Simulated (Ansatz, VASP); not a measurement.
**C: VASP beside Ansatz**

```xyz
8
Lattice="2.4896 0.0000 0.0000 -1.2448 2.1561 0.0000 0.0000 0.0000 8.2143" Properties=species:S:1:pos:R:3 pbc="T T T"
C    -0.0285    0.0000    0.7634
C     0.0285    0.0000    4.8705
C     0.0285    0.0000    3.3437
C    -0.0285    0.0000    7.4509
C    -0.0236    1.4374    1.2777
C     1.2684    0.7187    5.3848
C     0.0236    1.4374    2.8295
C     1.2212    0.7187    6.9366
```

Change from the starting cell: mode 4 frozen in at -0.029 Å and mode 5 at +0.000 Å (largest displacements).

Alike in both runs: task single point; functional LDA; k mesh 12 × 12 × 4; occupations gaussian, width 0.05 eV; no spin polarisation.

|  | VASP | Ansatz |
| --- | --- | --- |
| version | VASP 6.6.1 | Ansatz 0.2.0 |
| potentials or method | VASP PAW LDA potentials, release 64 (C), cutoff 520 eV | scalar-relativistic, plane waves, PAW |
| valence electrons in the cell | 32 | 32 |

Ansatz gave:

| Property | Result |
| --- | --- |
| gap on the k mesh at the Fermi level (eV) | 4.60 |
| least direct gap on the mesh (eV) | 5.33 |
| pressure (GPa) | 0.0 |
| traceless stress, the component that is largest in VASP (GPa) | 0.06 |
| rms of the force components (eV/Å) | 0.104 |

Question: Which values does VASP return?

Answer: gap on the k mesh at the Fermi level (eV): 4.59; least direct gap on the mesh (eV): 5.32; pressure (GPa): 1.7; traceless stress, the component that is largest in VASP (GPa): 0.07; rms of the force components (eV/Å): 0.103.

Ansatz warns that its potentials were made for another functional, while VASP's fit it. LDA's correlation is that of Perdew and Zunger in VASP and of Perdew and Wang (1992) in Ansatz. Atom by atom the forces differ by 0.003 eV/Å (rms over components).
